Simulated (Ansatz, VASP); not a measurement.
**One calculation of SiC, two programs**

```xyz
2
Lattice="0.0000 2.1800 2.1800 2.1800 0.0000 2.1800 2.1800 2.1800 0.0000" Properties=species:S:1:pos:R:3 pbc="T T T"
Si    0.0000    0.0000    0.0000
C     3.2699    3.2699    3.2699
```

Alike in both runs: task single point; functional PBEsol; k mesh 12 × 12 × 12; occupations gaussian, width 0.02 eV; no spin polarisation.

|  | VASP | Ansatz |
| --- | --- | --- |
| version | VASP 6.6.1 | Ansatz 0.2.0 |
| potentials or method | VASP PAW PBE potentials, release 64 (Si, C), cutoff 520 eV | scalar-relativistic, plane waves, PAW |
| valence electrons in the cell | 8 | 8 |

```tsv
	VASP	Ansatz	Ansatz less VASP
gap on the k mesh at the Fermi level (eV)	1.24	1.25	+0.010
least direct gap on the mesh (eV)	4.44	4.45	+0.009
pressure (GPa)	-0.1	-0.5	-0.35
```

VASP's potentials were made for PBE, not for PBEsol.
